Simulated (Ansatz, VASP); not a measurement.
CaF2 in VASP and in Ansatz

```
CELL_PARAMETERS angstrom
0.00000 2.66094 2.66094
2.66094 0.00000 2.66094
2.66094 2.66094 0.00000
ATOMIC_POSITIONS crystal
Ca 0.00000 0.00000 0.00000
F 0.25000 0.25000 0.25000
F 0.75000 0.75000 0.75000
```

Alike in both runs: task single point; functional PBE; k mesh 5 × 5 × 5; no spin polarisation.

```csv
,VASP,Ansatz
version,VASP 6.6.1,Ansatz 0.2.0
potentials or method,"VASP PAW PBE potentials, release 64 (Ca_sv, F)","plane waves, norm-conserving potentials"
plane-wave cutoff (eV),600,1320
occupations,"gaussian, width 0.01 eV",fixed
valence electrons in the cell,24,24
```

Ansatz gave:

* pressure (GPa): 10.2

**Question.** Estimate VASP's values.

**Answer.** Pressure (GPa): 10.7.
